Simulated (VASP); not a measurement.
# MnS (Fm-3m) in VASP: a series of runs

MnS is run at these levels: PBE; tasks: single point.

Everything below comes from runs of VASP 6.6.1. Logs are shortened: lines on timing, memory, paths and dates and some standing lists are left out, and cuts for length are marked.

## Step 1: The cell of the first run

The structure is cubic, space group Fm-3m (No. 225). The conventional cell has a = 4.692 Å, b = 4.692 Å, c = 4.692 Å, α = 90.00°, β = 90.00°, γ = 90.00°. Mn (site symmetry m-3m) has 6 S at 2.35 Å within 3.1 Å. Within 3.1 Å of S (site symmetry m-3m) lie 6 Mn at 2.35 Å.

## Step 2: Single point, PBE (12.91 Å³/atom)

Input file INCAR:

```
PREC = Accurate
ENCUT = 500
EDIFF = 1E-6
ISMEAR = 0
SIGMA = 0.05
LREAL = False
LASPH = True
NELM = 120
ALGO = Normal
ISIF = 2
LWAVE = False
LCHARG = False
GGA = PE
NBANDS = 16
GGA_COMPAT = False
```

Input file KPOINTS:

```
Automatic mesh
0
Gamma
  12 12 12
```

Input file POSCAR:

```
MnS
1.0
    0.0000000000      2.3459927728      2.3459927728
    2.3459927728      0.0000000000      2.3459927728
    2.3459927728      2.3459927728      0.0000000000
Mn S
1 1
Direct
    0.0000000000      0.0000000000      0.0000000000
    0.5000000000      0.5000000000      0.5000000000
```

Potentials or basis: VASP PAW PBE potentials, release 64 (Mn_pv, S).

The run is started by

```
$ cat potpaw_PBE.64/Mn_pv/POTCAR potpaw_PBE.64/S/POTCAR > POTCAR
$ mpirun -np 1 vasp_std > vasp.out
```

OUTCAR:

```text
PREC = Accurate
   ENCUT = 500
   EDIFF = 1E-6
   ISMEAR = 0
   LREAL = False
   LASPH = True
   NELM = 120
   ISIF = 2
   GGA = PE

 ion  position               nearest neighbor table
   1  0.000  0.000  0.000-   2 2.35   2 2.35   2 2.35   2 2.35   2 2.35   2 2.35
   2  0.500  0.500  0.500-   1 2.35   1 2.35   1 2.35   1 2.35   1 2.35   1 2.35

  LATTYP: Found a face centered cubic cell.
 ALAT       =     4.6919855456

  Lattice vectors:

 A1 = (   0.0000000000,   2.3459927728,   2.3459927728)
 A2 = (   2.3459927728,   0.0000000000,   2.3459927728)
 A3 = (   2.3459927728,   2.3459927728,   0.0000000000)

Analysis of symmetry for initial positions (statically):
=====================================================================
 Subroutine PRICEL returns:
 Original cell was already a primitive cell.

 Routine SETGRP: Setting up the symmetry group for a
 face centered cubic supercell.

 Subroutine GETGRP returns: Found 48 space group operations
 (whereof 48 operations were pure point group operations)
 out of a pool of 48 trial point group operations.

The static configuration has the point symmetry O_h .

Analysis of symmetry for dynamics (positions and initial velocities):
=====================================================================
 Subroutine PRICEL returns:
 Original cell was already a primitive cell.

 Routine SETGRP: Setting up the symmetry group for a
 face centered cubic supercell.

 Subroutine GETGRP returns: Found 48 space group operations
 (whereof 48 operations were pure point group operations)
 out of a pool of 48 trial point group operations.

The dynamic configuration has the point symmetry O_h .

 Subroutine INISYM returns: Found 48 space group operations
 (whereof 48 operations are pure point group operations),
 and found     1 'primitive' translations

----------------------------------------------------------------------------------------

                                     Primitive cell

  volume of cell :      25.8232

  direct lattice vectors                    reciprocal lattice vectors
     0.000000000  2.345992773  2.345992773    -0.213129386  0.213129386  0.213129386
     2.345992773  0.000000000  2.345992773     0.213129386 -0.213129386  0.213129386
     2.345992773  2.345992773  0.000000000     0.213129386  0.213129386 -0.213129386

  length of vectors
     3.317734797  3.317734797  3.317734797     0.369150926  0.369150926  0.369150926

  position of ions in fractional coordinates (direct lattice)
     0.000000000  0.000000000  0.000000000
     0.500000000  0.500000000  0.500000000

  ion indices of the primitive-cell ions
   primitive index   ion index
                 1           1
                 2           2

----------------------------------------------------------------------------------------

 KPOINTS: Automatic mesh

Automatic generation of k-mesh.
 Grid dimensions read from file:
 generate k-points for:   12   12   12

 Generating k-lattice:

  Cartesian coordinates                     Fractional coordinates (reciprocal lattice)
    -0.017760782  0.017760782  0.017760782     0.083333333  0.000000000  0.000000000
     0.017760782 -0.017760782  0.017760782     0.000000000  0.083333333  0.000000000
     0.017760782  0.017760782 -0.017760782     0.000000000  0.000000000  0.083333333

  Length of vectors
     0.030762577  0.030762577  0.030762577

  Shift w.r.t. Gamma in fractional coordinates (k-lattice)
     0.000000000  0.000000000  0.000000000

 Subroutine IBZKPT returns following result:
 ===========================================

 Found     72 irreducible k-points:

 Following reciprocal coordinates:
            Coordinates               Weight
  0.000000  0.000000  0.000000      1.000000
  0.083333  0.000000  0.000000      8.000000
  0.166667  0.000000  0.000000      8.000000
  0.250000  0.000000  0.000000      8.000000
  0.333333  0.000000  0.000000      8.000000
  0.416667  0.000000  0.000000      8.000000
[... 16 lines left out ...]
  0.500000  0.166667  0.000000     24.000000
 -0.416667  0.166667  0.000000     24.000000
 [... further k-points ...]
   k-points           NKPTS =     72   k-points in BZ     NKDIM =     72   number of bands    NBANDS=     16
   number of dos      NEDOS =    301   number of ions     NIONS =      2
   total plane-waves  NPLWV =  13824
   dimension x,y,z NGX =    24 NGY =   24 NGZ =   24
   dimension x,y,z NGXF=    48 NGYF=   48 NGZF=   48
   ions per type =               1   1
   NGX,Y,Z   is equivalent  to a cutoff of  12.03, 12.03, 12.03 a.u.
   NGXF,Y,Z  is equivalent  to a cutoff of  24.05, 24.05, 24.05 a.u.
 SYSTEM =  unknown system
   PREC   = accura    normal or accurate (medium, high low for compatibility)
   ISTART =      0    job   : 0-new  1-cont  2-samecut
   ICHARG =      2    charge: 1-file 2-atom 10-const
   ISPIN  =      1    spin polarized calculation?
   LNONCOLLINEAR =      F non collinear calculations
   LSORBIT =      F    spin-orbit coupling
   LASPH  =      T    aspherical Exc in radial PAW
   ENCUT  =  500.0 eV  36.75 Ry    6.06 a.u.   6.05  6.05  6.05*2*pi/ulx,y,z
   NELM   =    120;   NELMIN=  2; NELMDL= -5     # of ELM steps
   EDIFF  = 0.1E-05   stopping-criterion for ELM
   LREAL  =      F    real-space projection
   EDIFFG = 0.1E-04   stopping-criterion for IOM
   NSW    =      0    number of steps for IOM
   IBRION =     -1    ionic relax: 0-MD 1-quasi-New 2-CG
   NFREE  =      0    steps in history (QN), initial steepest desc. (CG)
   ISIF   =      2    stress and relaxation
   ISYM   =      2    0-nonsym 1-usesym 2-fastsym
   POTIM  = 0.5000    time-step for ionic-motion
   TEBEG  =    0.0;   TEEND  =   0.0 temperature during run
   PSTRESS=    0.0 pullay stress
   NELECT =      19.0000    total number of electrons
   NUPDOWN=      -1.0000    fix difference up-down
   EMIN   =  10.00;   EMAX   =-10.00  energy-range for DOS
   EFERMI =   0.00;   METHOD = LEGACY
   ISMEAR =     0;   SIGMA  =   0.05  broadening in eV -4-tet -1-fermi 0-gaus
   EFERMI_NEDOS =   21; number of points for ismear=-14 and -15
   IALGO  =     38    algorithm
   IMIX   =      4    mixing-type and parameters
     AMIX     =   0.40;   BMIX     =  1.00
     AMIX_MAG =   1.60;   BMIX_MAG =  1.00
  volume/ion in A,a.u.               =      12.91        87.13
  Fermi-wavevector in a.u.,A,eV,Ry     =   1.477937  2.792897 29.719190  2.184299
  Thomas-Fermi vector in A             =   2.592280
   LORBIT       =      0    0 simple, 1 ext, 2 COOP (PROOUT), +10 PAW based schemes
   GGA     = PE    functional components
   LHFCALC =     F    Hartree Fock is set to
   AEXX    =    0.0000 exact exchange contribution
   IVDW    =     0    specifies the selected vdW correction
   LEPSILON=     F    determine dielectric tensor
   LRPA    =     F    only Hartree local field effects (RPA)
 non-spin polarized calculation
 Gauss-broadening in eV      SIGMA  =   0.05
  energy-cutoff  :      500.00
  volume of cell :       25.82
 maximum number of plane-waves:       666
   NGX = 13   NGY = 13   NGZ = 13

 number of electron      18.9999990 magnetization

 Free energy of the ion-electron system (eV)
  ---------------------------------------------------
  ext. energy  EPLUGINS =         0.00000000
  ---------------------------------------------------
  free energy    TOTEN  =       -12.82295982 eV

  energy without entropy =      -12.80997147  energy(sigma->0) =      -12.81646564

 E-fermi :  10.0110     XC(G=0): -12.3440

 val. band max:       10.0106474871   @ k =  -0.3333   0.4167   0.1667
 cond. band min:      10.0113640579   @ k =  -0.3333   0.5000   0.1667
 fundamental gap:      0.0007165708
 Fermi energy:        10.0109909432

 k-point     1 :       0.0000    0.0000    0.0000
  band No.  band energies     occupation
      1     -37.9383      2.00000
      2     -37.9383      2.00000
      3     -37.9383      2.00000
      4      -6.4887      2.00000
      5       8.2477      2.00000
      6       8.2477      2.00000
[... 8 lines left out ...]
     15      20.4593      0.00000
     16      20.4593      0.00000

 k-point     2 :       0.0833    0.0000    0.0000
  band No.  band energies     occupation
      1     -37.9412      2.00000
      2     -37.9386      2.00000
      3     -37.9386      2.00000
      4      -6.3819      2.00000
      5       7.2288      2.00000
      6       7.4002      2.00000
[... 8 lines left out ...]
     15      20.4194      0.00000
     16      20.4194      0.00000

 k-point     3 :       0.1667    0.0000    0.0000
  band No.  band energies     occupation
      1     -37.9493      2.00000
      2     -37.9397      2.00000
      3     -37.9397      2.00000
      4      -6.0711      2.00000
      5       5.8183      2.00000
      6       6.5778      2.00000
[... 8 lines left out ...]
     15      20.0659      0.00000
     16      20.0659      0.00000

 k-point     4 :       0.2500    0.0000    0.0000
  band No.  band energies     occupation
      1     -37.9601      2.00000
      2     -37.9411      2.00000
      3     -37.9411      2.00000
      4      -5.5891      2.00000
      5       4.3171      2.00000
      6       5.9088      2.00000
[... 8 lines left out ...]
     15      19.0813      0.00000
     16      19.9286      0.00000
[... 324 lines left out ...]
 k-point    22 :       0.4167    0.1667    0.0000
  band No.  band energies     occupation
      1     -37.9723      2.00000
      2     -37.9478      2.00000
      3     -37.9466      2.00000
      4      -4.6359      2.00000
      5       2.7441      2.00000
      6       4.8672      2.00000
[... 8 lines left out ...]
     15      19.2446      0.00000
     16      19.9248      0.00000

 k-point    23 :       0.5000    0.1667    0.0000
  band No.  band energies     occupation
      1     -37.9771      2.00000
      2     -37.9501      2.00000
      3     -37.9465      2.00000
      4      -4.2451      2.00000
      5       2.1088      2.00000
      6       4.5813      2.00000
[... 8 lines left out ...]
     15      18.5959      0.00000
     16      20.6939      0.00000

 k-point    24 :      -0.4167    0.1667    0.0000
  band No.  band energies     occupation
      1     -37.9776      2.00000
      2     -37.9515      2.00000
      3     -37.9456      2.00000
      4      -4.1715      2.00000
      5       1.9933      2.00000
      6       4.5369      2.00000
[... 8 lines left out ...]
     15      18.0667      0.00000
     16      21.1891      0.00000

 [... further k-points ...]

------------------------ aborting loop because EDIFF is reached ----------------------------------------

  FORCE on cell =-STRESS in cart. coord.  units (eV):
  Direction    XX          YY          ZZ          XY          YZ          ZX
  --------------------------------------------------------------------------------------
  -------------------------------------------------------------------------------------
  Total        0.0278738      0.0278738      0.0278738      0.0000000      0.0000000      0.0000000
  in kB        1.7294070      1.7294070      1.7294070      0.0000000      0.0000000      0.0000000
  external PRESSURE =       1.7294070 kB  Pullay stress =       0.0000000 kB

 VOLUME and BASIS-vectors are now :
 -----------------------------------------------------------------------------
  energy-cutoff  :      500.00
  volume of cell :       25.82
      direct lattice vectors                 reciprocal lattice vectors
     0.000000000  2.345992773  2.345992773    -0.213129386  0.213129386  0.213129386
     2.345992773  0.000000000  2.345992773     0.213129386 -0.213129386  0.213129386
     2.345992773  2.345992773  0.000000000     0.213129386  0.213129386 -0.213129386

 POSITION                                       TOTAL-FORCE (eV/Angst)
 -----------------------------------------------------------------------------------
      0.00000      0.00000      0.00000         0.000000      0.000000      0.000000
      2.34599      2.34599      2.34599         0.000000     -0.000000     -0.000000
 -----------------------------------------------------------------------------------
    total drift:                                0.000000     -0.000000     -0.000000

  FREE ENERGIE OF THE ION-ELECTRON SYSTEM (eV)
  ---------------------------------------------------
  free  energy   TOTEN  =       -12.8229598176 eV

  energy  without entropy=      -12.8099714680  energy(sigma->0) =      -12.81646564
```

Wall time 25 s (1 thread of AMD EPYC 7R43 (Zen 3), shared host); peak memory 0.12 GiB.

What came out:

```yaml
Free_energy: -12.8230 eV
Pressure: 0.2 GPa
Band_gap_on_the_k_mesh: zero (an odd number of electrons rules out a gap without spin polarisation)
```

Levels at points of the mesh, in eV from the Fermi level:
```csv
k point,band 7,band 8,band 9,band 10,band 11,band 12
"(0.00, 0.00, 0.00)",-1.76,-1.68,-1.68,-1.68,-1.51,-1.51
"(0.50, 0.00, 0.00)",-5.00,-0.33,-0.33,0.15,3.35,3.35
"(0.50, 0.50, 0.00)",-3.96,-3.09,-0.92,0.00,0.00,0.67
```

Caveat: the run has no spin polarisation, though such a crystal can be magnetic; semilocal functionals often make such compounds metallic where correlation or magnetic order opens a gap, which also shifts bond lengths. Spin polarisation is off, so any magnetic state and its effect on volume and gap are missing.

## Step 3: Single point, PBE (14.31 Å³/atom)

This run uses another cell than the first one, of 14.31 Å³/atom.

Input file INCAR:

```
SYSTEM = MnS
ALGO = Normal
EDIFF = 1E-6
ENCUT = 500
GGA = PE
GGA_COMPAT = .FALSE.
ISIF = 2
ISMEAR = 0
LASPH = .TRUE.
LCHARG = .FALSE.
LREAL = .FALSE.
LWAVE = .FALSE.
NBANDS = 16
NELM = 120
PREC = Accurate
SIGMA = 0.05
```

Input file KPOINTS:

```
k-points
0
G
  12 12 12
  0 0 0
```

Input file POSCAR:

```
MnS
1.0
    0.0000000000      2.4278361185      2.4278361185
    2.4278361185      0.0000000000      2.4278361185
    2.4278361185      2.4278361185      0.0000000000
Mn S
1 1
Direct
    0.0000000000      0.0000000000      0.0000000000
    0.5000000000      0.5000000000      0.5000000000
```

Potentials or basis: VASP PAW PBE potentials, release 64 (Mn_pv, S).

The run is started by

```
$ cat potpaw_PBE.64/Mn_pv/POTCAR potpaw_PBE.64/S/POTCAR > POTCAR
$ mpirun -np 1 vasp_std > vasp.out
```

OUTCAR:

```text
SYSTEM = MnS
   EDIFF = 1E-6
   ENCUT = 500
   GGA = PE
   ISIF = 2
   ISMEAR = 0
   LASPH = .TRUE.
   LREAL = .FALSE.
   NELM = 120
   PREC = Accurate

 ion  position               nearest neighbor table
   1  0.000  0.000  0.000-   2 2.43   2 2.43   2 2.43   2 2.43   2 2.43   2 2.43
   2  0.500  0.500  0.500-   1 2.43   1 2.43   1 2.43   1 2.43   1 2.43   1 2.43

  LATTYP: Found a face centered cubic cell.
 ALAT       =     4.8556722370

  Lattice vectors:

[... 645 lines left out ...]

  FORCE on cell =-STRESS in cart. coord.  units (eV):
  Direction    XX          YY          ZZ          XY          YZ          ZX
  --------------------------------------------------------------------------------------
  -------------------------------------------------------------------------------------
  Total       -2.2214877     -2.2214877     -2.2214877      0.0000000      0.0000000     -0.0000000
  in kB     -124.3559029   -124.3559029   -124.3559029      0.0000000      0.0000000     -0.0000000
  external PRESSURE =    -124.3559029 kB  Pullay stress =       0.0000000 kB

 VOLUME and BASIS-vectors are now :
 -----------------------------------------------------------------------------
  energy-cutoff  :      500.00
  volume of cell :       28.62
      direct lattice vectors                 reciprocal lattice vectors
     0.000000000  2.427836119  2.427836119    -0.205944708  0.205944708  0.205944708
     2.427836119  0.000000000  2.427836119     0.205944708 -0.205944708  0.205944708
     2.427836119  2.427836119  0.000000000     0.205944708  0.205944708 -0.205944708

 POSITION                                       TOTAL-FORCE (eV/Angst)
 -----------------------------------------------------------------------------------
      0.00000      0.00000      0.00000        -0.000000     -0.000000      0.000000
      2.42784      2.42784      2.42784         0.000000      0.000000     -0.000000
 -----------------------------------------------------------------------------------
    total drift:                               -0.000000      0.000000      0.000000

  FREE ENERGIE OF THE ION-ELECTRON SYSTEM (eV)
  ---------------------------------------------------
  free  energy   TOTEN  =       -12.7047952243 eV

  energy  without entropy=      -12.6903297186  energy(sigma->0) =      -12.69756247
```

stdout:

```text
POSCAR found type information on POSCAR MnS
 POSCAR found :  2 types and       2 ions
 scaLAPACK will be used
 LDA part: xc-table for (Slater+PW92), standard interpolation
 POSCAR, INCAR and KPOINTS ok, starting setup
 FFT: planning ... GRIDC
 FFT: planning ... GRID_SOFT
 FFT: planning ... GRID
 WAVECAR not read
 entering main loop
```

It took 40 s on 1 thread of AMD EPYC 7R43 (Zen 3), shared host; peak memory 0.13 GiB.

Results:

* Free energy: -12.7048 eV
* Pressure: -12.4 GPa
* Band gap on the k mesh: zero (an odd number of electrons rules out a gap without spin polarisation)

Levels at points of the mesh, in eV from the Fermi level:
| k point | band 6 | band 7 | band 8 | band 9 | band 10 | band 11 | band 12 | band 13 |
| --- | --- | --- | --- | --- | --- | --- | --- | --- |
| (0.00, 0.00, 0.00) | -1.77 | -1.77 | -1.36 | -1.36 | -1.36 | -1.24 | -1.24 | 4.36 |
| (0.50, 0.00, 0.00) | -4.51 | -4.51 | -0.26 | -0.26 | 0.12 | 2.85 | 2.85 | 3.65 |
| (0.50, 0.50, 0.00) | -3.70 | -3.70 | -2.54 | -0.75 | 0.01 | 0.01 | 0.55 | 2.63 |

Caveat: the cell stands under tension; the run has no spin polarisation, though such a crystal can be magnetic; semilocal functionals often make such compounds metallic where correlation or magnetic order opens a gap, which also shifts bond lengths. Spin polarisation is off, so any magnetic state and its effect on volume and gap are missing.
